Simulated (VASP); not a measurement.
# CsNb2 (Fm-3m) in VASP: further runs

Runs on CsNb2. Level: PBE. Tasks: single point, relaxation of cell and atoms.

Everything below comes from runs of VASP 6.6.1. Logs are shortened: lines on timing, memory, paths and dates and some standing lists are left out, and cuts for length are marked.

## 1. The cell of the first run

Symmetry: Fm-3m, No. 225, cubic system. The conventional cell has a = 6.519 Å, b = 6.519 Å, c = 6.519 Å, α = 90.00°, β = 90.00°, γ = 90.00°. Within 3.7 Å of Cs (site symmetry m-3m) lie 8 Nb at 2.82 Å. Within 3.7 Å of Nb (site symmetry -43m) lie 4 Cs at 2.82 Å and 6 Nb at 3.26 Å.

## 2. Single point, PBE

Contents of INCAR:

```
SYSTEM = CsNb2
PREC     = Accurate       ! precision mode
ENCUT    = 520            ! plane-wave cutoff, eV
EDIFF    = 1E-6           ! SCF threshold, eV
ISMEAR   = 0              ! smearing method
SIGMA    = 0.1            ! smearing width, eV
LREAL    = .FALSE.        ! projectors in reciprocal space
LASPH    = .TRUE.         ! aspherical terms in the spheres
NELM     = 100            ! most SCF steps
ALGO     = Normal         ! electronic algorithm
ISIF     = 2              ! what is computed and relaxed
LWAVE    = .FALSE.        ! write WAVECAR
LCHARG   = .FALSE.        ! write CHGCAR
GGA      = PE             ! functional
NBANDS   = 24             ! bands
```

Contents of KPOINTS:

```
Automatic mesh
0
G
  4 4 4
  0 0 0
```

Contents of POSCAR:

```
CsNb2
1.0
    0.0000000000      3.2597235682      3.2597235682
    3.2597235682      0.0000000000      3.2597235682
    3.2597235682      3.2597235682      0.0000000000
Cs Nb
1 2
Direct
    0.0000000000      0.0000000000      0.0000000000
    0.2500000000      0.2500000000      0.2500000000
    0.7500000000      0.7500000000      0.7500000000
```

Potentials or basis: VASP PAW PBE potentials, release 64 (Cs_sv, Nb_sv).

Run with:

```sh
$ cat potpaw_PBE.64/Cs_sv/POTCAR potpaw_PBE.64/Nb_sv/POTCAR > POTCAR
$ mpirun -np 1 vasp_std > vasp.out
```

OUTCAR:

```text
SYSTEM = CsNb2
   PREC = Accurate
   ENCUT = 520
   EDIFF = 1E-6
   ISMEAR = 0
   LREAL = .FALSE.
   LASPH = .TRUE.
   NELM = 100
   ISIF = 2
   GGA = PE

 ion  position               nearest neighbor table
   1  0.000  0.000  0.000-   3 2.82   3 2.82   3 2.82   2 2.82   3 2.82   2 2.82   2 2.82   2 2.82

   2  0.250  0.250  0.250-   1 2.82   1 2.82   1 2.82   1 2.82
   3  0.750  0.750  0.750-   1 2.82   1 2.82   1 2.82   1 2.82

  LATTYP: Found a face centered cubic cell.
 ALAT       =     6.5194471364

  Lattice vectors:

 A1 = (   0.0000000000,   3.2597235682,   3.2597235682)
 A2 = (   3.2597235682,   0.0000000000,   3.2597235682)
 A3 = (   3.2597235682,   3.2597235682,   0.0000000000)

Analysis of symmetry for initial positions (statically):
=====================================================================
 Subroutine PRICEL returns:
 Original cell was already a primitive cell.

 Routine SETGRP: Setting up the symmetry group for a
 face centered cubic supercell.

 Subroutine GETGRP returns: Found 48 space group operations
 (whereof 48 operations were pure point group operations)
 out of a pool of 48 trial point group operations.

The static configuration has the point symmetry O_h .

Analysis of symmetry for dynamics (positions and initial velocities):
=====================================================================
 Subroutine PRICEL returns:
 Original cell was already a primitive cell.

 Routine SETGRP: Setting up the symmetry group for a
 face centered cubic supercell.

 Subroutine GETGRP returns: Found 48 space group operations
 (whereof 48 operations were pure point group operations)
 out of a pool of 48 trial point group operations.

The dynamic configuration has the point symmetry O_h .

 Subroutine INISYM returns: Found 48 space group operations
 (whereof 48 operations are pure point group operations),
 and found     1 'primitive' translations

----------------------------------------------------------------------------------------

                                     Primitive cell

  volume of cell :      69.2743

  direct lattice vectors                    reciprocal lattice vectors
     0.000000000  3.259723568  3.259723568    -0.153387240  0.153387240  0.153387240
     3.259723568  0.000000000  3.259723568     0.153387240 -0.153387240  0.153387240
     3.259723568  3.259723568  0.000000000     0.153387240  0.153387240 -0.153387240

  length of vectors
     4.609945280  4.609945280  4.609945280     0.265674492  0.265674492  0.265674492

  position of ions in fractional coordinates (direct lattice)
     0.000000000  0.000000000  0.000000000
     0.250000000  0.250000000  0.250000000
     0.750000000  0.750000000  0.750000000

  ion indices of the primitive-cell ions
   primitive index   ion index
                 1           1
                 2           2
                 3           3

----------------------------------------------------------------------------------------

 KPOINTS: Automatic mesh

Automatic generation of k-mesh.
 Grid dimensions read from file:
 generate k-points for:    4    4    4

 Generating k-lattice:

  Cartesian coordinates                     Fractional coordinates (reciprocal lattice)
    -0.038346810  0.038346810  0.038346810     0.250000000  0.000000000  0.000000000
     0.038346810 -0.038346810  0.038346810     0.000000000  0.250000000  0.000000000
     0.038346810  0.038346810 -0.038346810     0.000000000  0.000000000  0.250000000

  Length of vectors
     0.066418623  0.066418623  0.066418623

  Shift w.r.t. Gamma in fractional coordinates (k-lattice)
     0.000000000  0.000000000  0.000000000

 Subroutine IBZKPT returns following result:
 ===========================================

 Found      8 irreducible k-points:

 Following reciprocal coordinates:
            Coordinates               Weight
  0.000000  0.000000  0.000000      1.000000
  0.250000  0.000000  0.000000      8.000000
  0.500000  0.000000  0.000000      4.000000
  0.250000  0.250000  0.000000      6.000000
  0.500000  0.250000  0.000000     24.000000
 -0.250000  0.250000  0.000000     12.000000
  0.500000  0.500000  0.000000      3.000000
 -0.250000  0.500000  0.250000      6.000000
   k-points           NKPTS =      8   k-points in BZ     NKDIM =      8   number of bands    NBANDS=     24
   number of dos      NEDOS =    301   number of ions     NIONS =      3
   total plane-waves  NPLWV =  46656
   dimension x,y,z NGX =    36 NGY =   36 NGZ =   36
   dimension x,y,z NGXF=    72 NGYF=   72 NGZF=   72
   ions per type =               1   2
   NGX,Y,Z   is equivalent  to a cutoff of  12.98, 12.98, 12.98 a.u.
   NGXF,Y,Z  is equivalent  to a cutoff of  25.96, 25.96, 25.96 a.u.
 SYSTEM =  CsNb2
   PREC   = accura    normal or accurate (medium, high low for compatibility)
   ISTART =      0    job   : 0-new  1-cont  2-samecut
   ICHARG =      2    charge: 1-file 2-atom 10-const
   ISPIN  =      1    spin polarized calculation?
   LNONCOLLINEAR =      F non collinear calculations
   LSORBIT =      F    spin-orbit coupling
   LASPH  =      T    aspherical Exc in radial PAW
   ENCUT  =  520.0 eV  38.22 Ry    6.18 a.u.   8.57  8.57  8.57*2*pi/ulx,y,z
   NELM   =    100;   NELMIN=  2; NELMDL= -5     # of ELM steps
   EDIFF  = 0.1E-05   stopping-criterion for ELM
   LREAL  =      F    real-space projection
   EDIFFG = 0.1E-04   stopping-criterion for IOM
   NSW    =      0    number of steps for IOM
   IBRION =     -1    ionic relax: 0-MD 1-quasi-New 2-CG
   NFREE  =      0    steps in history (QN), initial steepest desc. (CG)
   ISIF   =      2    stress and relaxation
   ISYM   =      2    0-nonsym 1-usesym 2-fastsym
   POTIM  = 0.5000    time-step for ionic-motion
   TEBEG  =    0.0;   TEEND  =   0.0 temperature during run
   PSTRESS=    0.0 pullay stress
   NELECT =      35.0000    total number of electrons
   NUPDOWN=      -1.0000    fix difference up-down
   EMIN   =  10.00;   EMAX   =-10.00  energy-range for DOS
   EFERMI =   0.00;   METHOD = LEGACY
   ISMEAR =     0;   SIGMA  =   0.10  broadening in eV -4-tet -1-fermi 0-gaus
   EFERMI_NEDOS =   21; number of points for ismear=-14 and -15
   IALGO  =     38    algorithm
   IMIX   =      4    mixing-type and parameters
     AMIX     =   0.40;   BMIX     =  1.00
     AMIX_MAG =   1.60;   BMIX_MAG =  1.00
  volume/ion in A,a.u.               =      23.09       155.83
  Fermi-wavevector in a.u.,A,eV,Ry     =   1.303887  2.463990 23.131567  1.700122
  Thomas-Fermi vector in A             =   2.434860
   LORBIT       =      0    0 simple, 1 ext, 2 COOP (PROOUT), +10 PAW based schemes
   GGA     = PE    functional components
   LHFCALC =     F    Hartree Fock is set to
   AEXX    =    0.0000 exact exchange contribution
   IVDW    =     0    specifies the selected vdW correction
   LEPSILON=     F    determine dielectric tensor
   LRPA    =     F    only Hartree local field effects (RPA)
 non-spin polarized calculation
 Gauss-broadening in eV      SIGMA  =   0.10
  energy-cutoff  :      520.00
  volume of cell :       69.27
 maximum number of plane-waves:      1892
 NGX is ok and might be reduce to    36
   NGX = 17   NGY = 17   NGZ = 17

 number of electron      35.0000001 magnetization

 Free energy of the ion-electron system (eV)
  ---------------------------------------------------
  ext. energy  EPLUGINS =         0.00000000
  ---------------------------------------------------
  free energy    TOTEN  =       -13.08325096 eV

  energy without entropy =      -13.07305313  energy(sigma->0) =      -13.07815205

 E-fermi :   8.1510     XC(G=0): -11.2250

 val. band max:        8.1471820263   @ k =  -0.2500   0.5000   0.2500
 cond. band min:       8.5544590299   @ k =  -0.2500   0.2500   0.0000
 fundamental gap:      0.4072770036
 Fermi energy:         8.1510189562

 k-point     1 :       0.0000    0.0000    0.0000
  band No.  band energies     occupation
      1     -46.8488      2.00000
      2     -46.7784      2.00000
      3     -23.0700      2.00000
      4     -23.0700      2.00000
      5     -23.0700      2.00000
      6     -22.8450      2.00000
[... 16 lines left out ...]
     23      11.5207      0.00000
     24      11.5207      0.00000

 k-point     2 :       0.2500    0.0000    0.0000
  band No.  band energies     occupation
      1     -46.8382      2.00000
      2     -46.7885      2.00000
      3     -23.0522      2.00000
      4     -23.0398      2.00000
      5     -23.0398      2.00000
      6     -22.9033      2.00000
[... 16 lines left out ...]
     23      10.1672      0.00000
     24      10.8843      0.00000

 k-point     3 :       0.5000    0.0000    0.0000
  band No.  band energies     occupation
      1     -46.8132      2.00000
      2     -46.8129      2.00000
      3     -23.0270      2.00000
      4     -22.9692      2.00000
      5     -22.9692      2.00000
      6     -22.9678      2.00000
[... 16 lines left out ...]
     23      10.5564      0.00000
     24      11.3801      0.00000

 k-point     4 :       0.2500    0.2500    0.0000
  band No.  band energies     occupation
      1     -46.8366      2.00000
      2     -46.7899      2.00000
      3     -23.0949      2.00000
      4     -23.0949      2.00000
      5     -23.0337      2.00000
      6     -22.9280      2.00000
[... 16 lines left out ...]
     23      11.4590      0.00000
     24      11.9728      0.00000

 k-point     5 :       0.5000    0.2500    0.0000
  band No.  band energies     occupation
      1     -46.8211      2.00000
      2     -46.8048      2.00000
      3     -23.1486      2.00000
      4     -23.0782      2.00000
      5     -23.0730      2.00000
      6     -22.8629      2.00000
[... 16 lines left out ...]
     23      10.6488      0.00000
     24      12.2618      0.00000

 k-point     6 :      -0.2500    0.2500    0.0000
  band No.  band energies     occupation
      1     -46.8247      2.00000
      2     -46.8014      2.00000
      3     -23.1372      2.00000
      4     -23.0119      2.00000
      5     -22.9833      2.00000
      6     -22.9539      2.00000
[... 16 lines left out ...]
     23      10.6984      0.00000
     24      11.6248      0.00000

 k-point     7 :       0.5000    0.5000    0.0000
  band No.  band energies     occupation
      1     -46.8243      2.00000
      2     -46.8013      2.00000
      3     -23.2148      2.00000
      4     -23.1193      2.00000
      5     -23.1193      2.00000
      6     -22.8116      2.00000
[... 16 lines left out ...]
     23      11.3975      0.00000
     24      12.7697      0.00000

 k-point     8 :      -0.2500    0.5000    0.2500
  band No.  band energies     occupation
      1     -46.8128      2.00000
      2     -46.8128      2.00000
      3     -23.1980      2.00000
      4     -23.1365      2.00000
      5     -22.9674      2.00000
      6     -22.9674      2.00000
[... 16 lines left out ...]
     23      11.0304      0.00000
     24      13.1089      0.00000

------------------------ aborting loop because EDIFF is reached ----------------------------------------

  FORCE on cell =-STRESS in cart. coord.  units (eV):
  Direction    XX          YY          ZZ          XY          YZ          ZX
  --------------------------------------------------------------------------------------
  -------------------------------------------------------------------------------------
  Total        0.6806068      0.6806068      0.6806068      0.0000000     -0.0000000     -0.0000000
  in kB       15.7410799     15.7410799     15.7410799      0.0000000     -0.0000000     -0.0000000
  external PRESSURE =      15.7410799 kB  Pullay stress =       0.0000000 kB

 VOLUME and BASIS-vectors are now :
 -----------------------------------------------------------------------------
  energy-cutoff  :      520.00
  volume of cell :       69.27
      direct lattice vectors                 reciprocal lattice vectors
     0.000000000  3.259723568  3.259723568    -0.153387240  0.153387240  0.153387240
     3.259723568  0.000000000  3.259723568     0.153387240 -0.153387240  0.153387240
     3.259723568  3.259723568  0.000000000     0.153387240  0.153387240 -0.153387240

 POSITION                                       TOTAL-FORCE (eV/Angst)
 -----------------------------------------------------------------------------------
      0.00000      0.00000      0.00000         0.000000      0.000000      0.000000
      1.62986      1.62986      1.62986        -0.000000     -0.000000     -0.000000
      4.88959      4.88959      4.88959        -0.000000     -0.000000      0.000000
 -----------------------------------------------------------------------------------
    total drift:                                0.000000      0.000000      0.000000

  FREE ENERGIE OF THE ION-ELECTRON SYSTEM (eV)
  ---------------------------------------------------
  free  energy   TOTEN  =       -13.0832509608 eV

  energy  without entropy=      -13.0730531322  energy(sigma->0) =      -13.07815205
```

It took 7.6 s on 1 thread of Intel Xeon 6975P-C (Granite Rapids), shared host; peak memory 0.2 GiB.

Results:

```yaml
Free_energy: -13.0833 eV
Pressure: 1.6 GPa
```

Caveat: the k points lie up to 0.42 Å⁻¹ apart; spin-orbit coupling is left out, which moves the levels of the heavy elements.

## 3. Relaxation of cell and atoms, PBE

This run uses another cell than the first one, of 31.41 Å³/atom, 1.360 times its volume.

Contents of INCAR:

```
SYSTEM = CsNb2
PREC = Accurate
ENCUT = 600
EDIFF = 1E-7
ISMEAR = 0
SIGMA = 0.1
LREAL = .FALSE.
LASPH = .TRUE.
NELM = 100
ALGO = Normal
ISIF = 3
LWAVE = .FALSE.
LCHARG = .FALSE.
GGA = PE
IBRION = 2
NSW = 90
EDIFFG = -0.04
```

Contents of KPOINTS:

```
regular mesh
0
G
  4 4 4
  0 0 0
```

Contents of POSCAR:

```
CsNb2
1.0
    0.0000000000      3.6118820700      3.6118820700
    3.6118820700      0.0000000000      3.6118820700
    3.6118820700      3.6118820700      0.0000000000
Cs Nb
1 2
Direct
    0.0000000000      0.0000000000      0.0000000000
    0.2500000000      0.2500000000      0.2500000000
    0.7500000000      0.7500000000      0.7500000000
```

Potentials or basis: VASP PAW PBE potentials, release 64 (Cs_sv, Nb_sv).

Run with:

```sh
$ cat potpaw_PBE.64/Cs_sv/POTCAR potpaw_PBE.64/Nb_sv/POTCAR > POTCAR
$ mpirun -np 1 vasp_std > vasp.out
```

OUTCAR:

```text
SYSTEM = CsNb2
   PREC = Accurate
   ENCUT = 600
   EDIFF = 1E-7
   ISMEAR = 0
   LREAL = .FALSE.
   LASPH = .TRUE.
   NELM = 100
   ISIF = 3
   GGA = PE
   IBRION = 2
   NSW = 90
   EDIFFG = -0.04

 ion  position               nearest neighbor table
   1  0.000  0.000  0.000-
   2  0.250  0.250  0.250-
   3  0.750  0.750  0.750-

  LATTYP: Found a face centered cubic cell.
 ALAT       =     7.2237641400

  Lattice vectors:

 A1 = (   0.0000000000,   3.6118820700,   3.6118820700)
 A2 = (   3.6118820700,   0.0000000000,   3.6118820700)
 A3 = (   3.6118820700,   3.6118820700,   0.0000000000)

Analysis of symmetry for initial positions (statically):
=====================================================================
 Subroutine PRICEL returns:
 Original cell was already a primitive cell.

 Routine SETGRP: Setting up the symmetry group for a
 face centered cubic supercell.
[... 159 lines left out ...]
 cond. band min:       5.1180303079   @ k =   0.2500   0.0000   0.0000
 fundamental gap:      0.0310426543
 Fermi energy:         5.1122162963

 k-point     1 :       0.0000    0.0000    0.0000
  band No.  band energies     occupation
      1     -50.2379      2.00000
      2     -50.2219      2.00000
      3     -26.3100      2.00000
      4     -26.3100      2.00000
      5     -26.3100      2.00000
      6     -26.2362      2.00000
[... 291 lines left out ...]
--------------------------------------- Ionic step        4  -------------------------------------------

 number of electron      34.9999999 magnetization

 Free energy of the ion-electron system (eV)
  ---------------------------------------------------
  ext. energy  EPLUGINS =         0.00000000
  ---------------------------------------------------
  free energy    TOTEN  =       -13.09392568 eV

  energy without entropy =      -13.08406830  energy(sigma->0) =      -13.08899699

 E-fermi :   7.9532     XC(G=0): -11.1314

 val. band max:        7.9525284128   @ k =  -0.2500   0.5000   0.2500
 cond. band min:       8.2813301010   @ k =  -0.2500   0.2500   0.0000
 fundamental gap:      0.3288016882
 Fermi energy:         7.9531895167

 k-point     1 :       0.0000    0.0000    0.0000
  band No.  band energies     occupation
      1     -47.0773      2.00000
      2     -47.0128      2.00000
      3     -23.2857      2.00000
      4     -23.2857      2.00000
      5     -23.2857      2.00000
      6     -23.0749      2.00000
[... 211 lines left out ...]
  FREE ENERGIE OF THE ION-ELECTRON SYSTEM (eV)
  ---------------------------------------------------
  free  energy   TOTEN  =       -13.0939256821 eV

  energy  without entropy=      -13.0840682977  energy(sigma->0) =      -13.08899699

 reached required accuracy - stopping structural energy minimisation
```

OSZICAR:

```text
N       E                     dE             d eps       ncg     rms          rms(c)
DAV:   1     0.399518801614E+03    0.39952E+03   -0.19870E+04   336   0.175E+03
DAV:   2     0.311032413549E+02   -0.36842E+03   -0.36121E+03   381   0.599E+02
DAV:   3    -0.852615513308E+01   -0.39629E+02   -0.38961E+02   600   0.141E+02
[... 50 lines left out ...]
DAV:   6    -0.130939307549E+02   -0.10221E-04   -0.10491E-04   619   0.644E-02    0.163E-02
DAV:   7    -0.130939254329E+02    0.53220E-05   -0.32247E-05   539   0.440E-02    0.318E-03
DAV:   8    -0.130939254472E+02   -0.14326E-07   -0.16318E-06   553   0.101E-02    0.736E-04
DAV:   9    -0.130939256865E+02   -0.23928E-06   -0.74412E-08   285   0.239E-03    0.407E-04
DAV:  10    -0.130939256821E+02    0.43519E-08   -0.24873E-08   223   0.174E-03
   4 F= -.13093926E+02 E0= -.13088997E+02  d E =-.925475E+00
```

CONTCAR:

```text
CsNb2
   1.00000000000000
    -0.0000000000000000    3.2804554881495229    3.2804554881495229
     3.2804554881495229   -0.0000000000000000    3.2804554881495229
     3.2804554881495229    3.2804554881495229    0.0000000000000000
  Cs              Nb
     1     2
Direct
     0.0000000000000000    0.0000000000000000    0.0000000000000000
     0.2500000000000000    0.2500000000000000    0.2500000000000000
     0.7500000000000000    0.7500000000000000    0.7500000000000000

  0.00000000E+00  0.00000000E+00  0.00000000E+00
  0.00000000E+00  0.00000000E+00  0.00000000E+00
  0.00000000E+00  0.00000000E+00  0.00000000E+00
```

It took 53 s on 1 thread of Intel Xeon 6975P-C (Granite Rapids), shared host; peak memory 0.27 GiB.

What came out:

| Quantity | Value |
| --- | --- |
| Free energy | -13.0939 eV |
| Relaxed volume | 23.53 Å³/atom |
| Relaxed cell | a = 4.639 Å, b = 4.639 Å, c = 4.639 Å, α = 60.00°, β = 60.00°, γ = 60.00° |
| Space group after relaxing (to 0.05 Å) | Fm-3m (No. 225) |
| Energy gained by relaxing | 308.5 meV/atom |
| Ionic steps | 4 |
| Pressure after relaxing | -0.1 GPa |

Step by step:
| step | energy change (eV) | largest force (eV/Å) | pressure (GPa) | volume (Å³) |
| --- | --- | --- | --- | --- |
| 1 | 0.0000 | 0.0000 | -9.03 | 94.24 |
| 2 | -0.9170 | 0.0000 | -1.72 | 72.09 |
| 3 | -0.9250 | 0.0000 | 0.46 | 70.17 |
| 4 | -0.9255 | 0.0000 | -0.07 | 70.60 |

Final structure:
```
Cs Nb
1.0
     0.00000    3.28046    3.28046
     3.28046    0.00000    3.28046
     3.28046    3.28046    0.00000
Cs Nb
1 2
Direct
  0.00000 0.00000 0.00000
  0.25000 0.25000 0.25000
  0.75000 0.75000 0.75000
```

Caveat: the k points lie up to 0.41 Å⁻¹ apart in the final cell; the volume moved by over 15 % at a fixed basis, so the end points are rough; spin-orbit coupling is left out, which moves the levels of the heavy elements.
